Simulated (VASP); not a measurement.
Here is a VASP 6.6.1 calculation.

POSCAR

```
NaF
1.0
    0.0379689203      2.5312613515      2.5312613515
    2.5312613515      0.0379689203      2.5312613515
    2.5692302718      2.5692302718      0.0000000000
Na F
1 1
Direct
    0.0034341474      0.0034341474     -0.0034341474
    0.2465658526      0.2465658526      0.2534341474
```

Contents of INCAR.step1:

```
SYSTEM = NaF
ALGO = Normal ; EDIFF = 1E-8
ENCUT = 500 ; GGA = PE
ISMEAR = 0 ; LASPH = .True.
LCHARG = .False. ; LREAL = .False.
LWAVE = .True. ; NELM = 100
PREC = Accurate ; SIGMA = 0.01
```

File INCAR.step2:

```
SYSTEM = NaF
ALGO = Exact ; EDIFF = 1E-8
ENCUT = 500 ; GGA = PE
ISMEAR = 0 ; ISTART = 1
LASPH = .True. ; LCHARG = .False.
LOPTICS = .True. ; LREAL = .False.
LWAVE = .True. ; NBANDS = 143
NELM = 1 ; PREC = Accurate
SIGMA = 0.01
```

File INCAR.step3:

```
SYSTEM = NaF
ALGO = EVGW0 ; EDIFF = 1E-8
ENCUT = 500 ; ENCUTGW = 150.0
GGA = PE ; ISMEAR = 0
ISTART = 1 ; LASPH = .True.
LCHARG = .False. ; LREAL = .False.
LWAVE = .False. ; NBANDS = 143
NBANDSGW = 16 ; NELMGW = 1
NOMEGA = 48 ; PREC = Accurate
PRECFOCK = Fast ; SIGMA = 0.01
```

KPOINTS

```
k-points
0
Gamma
  6 6 6
  0 0 0
```

Potentials or basis: VASP PAW PBE potentials, release 64 (Na_sv_GW, F_GW).

The run is started by

```sh
$ cat potpaw_PBE.64/Na_sv_GW/POTCAR potpaw_PBE.64/F_GW/POTCAR > POTCAR
$ cp INCAR.step1 INCAR
$ mpirun -np 1 vasp_std > vasp.out
$ cp INCAR.step2 INCAR
$ mpirun -np 1 vasp_std > vasp.out
$ cp INCAR.step3 INCAR
$ mpirun -np 1 vasp_std > vasp.out
```

Task: What does it give for the quasiparticle gap?

Result: 9.79 eV.

Task: What does it give for the least direct quasiparticle gap?

Result: 9.79 eV.

Task: Predict the band gap on the k mesh, mean-field level.

Result: 5.60 eV, direct.

Caveat: bands, screening cutoff and mesh are small and nothing is extrapolated, so the quasiparticle values aren't converged.
